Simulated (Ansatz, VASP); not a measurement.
Two plane-wave programs on Al3B2As

```
Al B As
1.0
     6.13688    0.00000    0.00000
    -3.06844    5.31469    0.00000
     0.00000    0.00000    2.64690
Al B As
3 2 1
Direct
  0.50000 0.00000 0.50000
  0.00000 0.50000 0.50000
  0.50000 0.50000 0.50000
  0.33333 0.66667 0.00000
  0.66667 0.33333 0.00000
  0.00000 0.00000 0.00000
```

Alike in both runs: functional PBE; k mesh 6 × 6 × 14; occupations gaussian, width 0.1 eV; no spin polarisation.

Ansatz relaxed the structure, and its values are those at the end. VASP's run is a single point on that final structure, the one shown.

|  | VASP | Ansatz |
| --- | --- | --- |
| version | VASP 6.6.1 | Ansatz 0.2.0 |
| potentials or method | VASP PAW PBE potentials, release 64 (Al, B, As), cutoff 520 eV | scalar-relativistic, plane waves, PAW |
| valence electrons in the cell | 20 | 30 |

|  | VASP | Ansatz | Ansatz less VASP |
| --- | --- | --- | --- |
| gap on the k mesh at the Fermi level (eV) | none | none | - |
| pressure (GPa) | 0.0 | 0.0 | 0.00 |

A gap of «none» marks a metal or a gap that the smearing closes. With one functional, cell and mesh, what is left measures potentials, basis and numerics. VASP's potentials hold 20 valence electrons a cell and Ansatz's 30, so a difference there can come from the potentials and not from the codes.
